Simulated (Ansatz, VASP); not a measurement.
# Cu in VASP and in Ansatz

File POSCAR:

```
Cu
1.0
    0.0000000000      1.7881324402      1.7881324402
    1.7881324402      0.0000000000      1.7881324402
    1.7881324402      1.7881324402      0.0000000000
Cu
1
Direct
    0.0000000000      0.0000000000      0.0000000000
```

The input INCAR.step1:

```
ALGO     = Normal         # electronic algorithm
EDIFF    = 1E-4           # SCF threshold, eV
ENCUT    = 520            # plane-wave cutoff, eV
GGA      = PE             # functional
ISMEAR   = -1             # smearing method
LASPH    = T              # aspherical terms in the spheres
LCHARG   = F              # write CHGCAR
LREAL    = F              # projectors in reciprocal space
LWAVE    = T              # write WAVECAR
NBANDS   = 12             # bands
NELM     = 60             # most SCF steps
PREC     = Accurate       # precision mode
SIGMA    = 0.3            # smearing width, eV
```

Contents of INCAR.step2:

```
ALGO     = Normal         # electronic algorithm
EDIFF    = 1E-6           # SCF threshold, eV
ENCUT    = 520            # plane-wave cutoff, eV
ISIF     = 2              # what is computed and relaxed
ISMEAR   = -1             # smearing method
ISTART   = 1            
LASPH    = T              # aspherical terms in the spheres
LCHARG   = F              # write CHGCAR
LMIXTAU  = T            
LREAL    = F              # projectors in reciprocal space
LWAVE    = F              # write WAVECAR
METAGGA  = R2SCAN         # meta-GGA
NBANDS   = 12             # bands
NELM     = 60             # most SCF steps
PREC     = Accurate       # precision mode
SIGMA    = 0.3            # smearing width, eV
```

KPOINTS

```
k-points
0
Gamma
  15 15 15
```

Input for Ansatz:

```yaml
crystal:
  lattice:
    - [0.0, 1.7881324402, 1.7881324402]
    - [1.7881324402, 0.0, 1.7881324402]
    - [1.7881324402, 1.7881324402, 0.0]
  atoms:
    - { symbol: Cu, position: [0.0, 0.0, 0.0] }
hamiltonian:
  xc: r2scan
  pseudopotentials:
    kind: paw
    azcp:
      Cu: "pseudopotentials/Cu.paw.azcp"
basis:
  ecutwfc: 500
  fft_grid_basis: typed
kpoints:
  mp_grid: { grid: [15, 15, 15], shift: [0, 0, 0] }
magnetization:
  spin_polarized: false
scf:
  occupations: { method: fermi_dirac, width: 0.3 }
  lower_state_search: "off"
output:
  stress: true
```

Alike in both runs: task single point; functional r2SCAN; k mesh 15 × 15 × 15; occupations fermi-dirac, width 0.3 eV; no spin polarisation.

```csv
,VASP,Ansatz
version,VASP 6.6.1,Ansatz 0.2.0
potentials or method,"VASP PAW PBE potentials, release 64 (Cu), cutoff 520 eV","plane waves (500 eV) with PAW, scalar-relativistic"
valence electrons in the cell,11,19
```

|  | VASP | Ansatz | Ansatz less VASP |
| --- | --- | --- | --- |
| pressure (GPa) | 0.9 | 0.5 | -0.47 |

VASP's potentials were made for PBE, not for r2SCAN. VASP's potentials hold 11 valence electrons a cell and Ansatz's 19, so a difference there can come from the potentials and not from the codes.
